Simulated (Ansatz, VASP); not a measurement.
# Two plane-wave programs on I

```
I
1.0
     3.62750   -2.39750    0.00000
     3.62750    2.39750    0.00000
     0.00000    0.00000    9.78000
I
4
Direct
  0.85000 0.15000 0.11700
  0.65000 0.35000 0.61700
  0.15000 0.85000 0.88300
  0.35000 0.65000 0.38300
```

Alike in both runs: task electric field gradients; functional r2SCAN; k mesh 6 × 6 × 3; occupations fermi-dirac, width 0.03 eV; no spin polarisation.

```csv
,VASP,Ansatz
version,VASP 6.6.1,Ansatz 0.2.0
potentials or method,"VASP PAW PBE potentials, release 64 (I)","PAW with Ansatz's default frozen-core files, scalar-relativistic"
plane-wave cutoff (eV),520,500
valence electrons in the cell,28,68
```

```tsv
	VASP	Ansatz	Ansatz less VASP
gap on the k mesh at the Fermi level (eV)	1.50	1.51	+0.011
pressure (GPa)	0.8	0.9	+0.05
traceless stress, the component that is largest in VASP (GPa)	0.46	0.49	+0.036
rms of the force components (eV/Å)	0.237	0.243	+0.0055
size of Vzz on the site where it differs most (V/Å²)	1203.1	1235.8	+32.71
```

VASP's potentials were made for PBE, not for r2SCAN. Atom by atom the forces differ by 0.006 eV/Å (rms over components). The functional is the same, so the differences come from potentials, cutoffs and numerics. VASP's potentials hold 28 valence electrons a cell and Ansatz's 68, so a difference there can come from the potentials and not from the codes.

Spin-orbit coupling is off throughout.
